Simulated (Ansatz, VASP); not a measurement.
# Two plane-wave programs on HfN

File INCAR:

```
SYSTEM = HfN
PREC = Accurate
ENCUT = 520
EDIFF = 1E-7
ISMEAR = 0
SIGMA = 0.15
LREAL = .FALSE.
LASPH = .TRUE.
NELM = 60
ALGO = Normal
ISIF = 2
LWAVE = .FALSE.
LCHARG = .FALSE.
GGA = PE
NBANDS = 14
```

The input KPOINTS:

```
regular mesh
0
G
  18 18 18
  0 0 0
```

Contents of POSCAR:

```
HfN
1.0
    0.0000000000      2.2251150000      2.2251150000
    2.2590000000     -0.0338850000      2.2590000000
    2.2590000000      2.2590000000     -0.0338850000
Hf N
1 1
Direct
    0.0000000000      0.0000000000      0.0000000000
    0.5000000000      0.5000000000      0.5000000000
```

Input for Ansatz:

```yaml
crystal:
  lattice:
    - [0.0, 2.225115, 2.225115]
    - [2.259, -0.033885, 2.259]
    - [2.259, 2.259, -0.033885]
  atoms:
    - { symbol: Hf, position: [0.0, 0.0, 0.0] }
    - { symbol: "N", position: [0.5, 0.5, 0.5] }
basis:
  ecutwfc: 420
kpoints:
  mp_grid: { grid: [18, 18, 18] }
hamiltonian:
  xc: pbe
scf:
  occupations: { method: gaussian, width: 0.15 }
output:
  forces: true
  stress: true
  eigenvalues: true
```

Change from the starting cell: strain -0.0300 x Voigt [0, 0, 0, 1, 0, 0], atoms carried along.

Alike in both runs: task single point; functional PBE; k mesh 18 × 18 × 18; occupations gaussian, width 0.15 eV; no spin polarisation.

|  | VASP | Ansatz |
| --- | --- | --- |
| version | VASP 6.6.1 | Ansatz 0.2.0 |
| potentials or method | VASP PAW PBE potentials, release 64 (Hf_pv, N), cutoff 520 eV | scalar-relativistic, plane waves, PAW |
| valence electrons in the cell | 15 | 31 |

|  | VASP | Ansatz | Ansatz less VASP |
| --- | --- | --- | --- |
| gap on the k mesh at the Fermi level (eV) | none | none | - |
| pressure (GPa) | 3.1 | 5.5 | +2.40 |
| traceless stress, the component that is largest in VASP (GPa) | 3.64 | 3.58 | -0.058 |

A gap of «none» marks a metal or a gap that the smearing closes. With one functional, cell and mesh, what is left measures potentials, basis and numerics. VASP's potentials hold 15 valence electrons a cell and Ansatz's 31, so a difference there can come from the potentials and not from the codes.

Spin-orbit coupling is off throughout.
